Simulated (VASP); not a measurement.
LiAlO:

```xyz
6
Lattice="3.8706 0.0000 0.0000 0.0000 3.8706 0.0000 0.0000 0.0000 4.6210" Properties=species:S:1:pos:R:3 pbc="T T T"
Li    0.0000    0.0000    0.0000
Li    1.9353    1.9353    0.0000
Al    1.9353    0.0000    3.3979
Al    0.0000    1.9353    1.2231
O     1.9353    0.0000    1.6609
O     0.0000    1.9353    2.9601
```

The cell was built from a structure type or drawn by symmetry, and may not be a known phase.

* Program: VASP 6.6.1
* Task: relaxation of cell and atoms
* Functional: PBE
* Potentials or basis: VASP PAW PBE potentials, release 64 (Li_sv, Al, O_h)
* Cutoff: 910 eV
* k mesh: 4 × 4 × 4
* Occupations: gaussian, width 0.1 eV
* Spin: no spin polarisation

At the start: pressure 16.6 GPa; volume 11.54 Å³/atom.

Q: How do energy, volume and symmetry change on relaxing?

A: Over 28 steps the energy falls by 631.2 meV/atom and the volume is 11.10 Å³/atom (-3.8 %); space group P4/nmm (No. 129, to 0.1 Å) before and after.

The path:
```csv
step,energy change (eV),largest force (eV/Å),pressure (GPa),volume (Å³)
1,0.0000,3.8775,16.62,69.23
2,-2.2433,2.7687,-0.86,81.82
3,-2.6324,2.1857,-6.51,88.95
4,-2.6536,2.0714,-7.55,90.60
5,-2.7186,3.6945,4.62,85.00
6,-2.9630,1.2222,-1.95,87.42
7,-3.2618,0.5289,-2.76,82.40
8,-3.2789,0.6052,-2.80,81.14
9,-3.3566,0.4573,-1.11,77.85
10,-3.3971,0.3892,1.61,73.69
11,-3.4528,0.8057,0.15,72.82
12,-3.4856,1.2610,-1.84,71.29
13,-3.5049,1.2313,-1.80,70.95
14,-3.5582,1.2125,-1.64,69.89
15,-3.6297,1.4675,-1.08,67.74
16,-3.4844,2.3761,1.40,63.28
17,-3.6371,1.5901,-0.79,67.09
18,-3.6934,1.1731,0.21,66.84
19,-3.7475,0.2643,2.84,66.31
20,-3.7696,0.1225,1.51,66.82
21,-3.7816,0.1103,-0.65,67.69
22,-3.7819,0.0805,-0.36,67.57
23,-3.7827,0.0725,-0.34,67.50
24,-3.7847,0.0492,-0.26,67.28
25,-3.7870,0.0513,-0.09,66.84
26,-3.7872,0.0516,0.00,66.64
27,-3.7870,0.0723,-0.34,66.59
28,-3.7873,0.0048,-0.15,66.62
```

Final structure:
```
Li Al O
1.0
     3.29238    0.00000    0.00000
     0.00000    3.29238    0.00000
     0.00000    0.00000    6.14595
Li Al O
2 2 2
Direct
  0.00000 0.00000 0.00000
  0.50000 0.50000 0.00000
  0.50000 0.00000 0.66682
  0.00000 0.50000 0.33318
  0.50000 0.00000 0.37415
  0.00000 0.50000 0.62585
```

Caveat: the cutoff is under 1.25 times the usual one of these potentials, so pressure, stress and relaxed cells hold a basis-set (Pulay) error; a cell axis changed by over 15 % at a fixed basis, so the end point is rough.
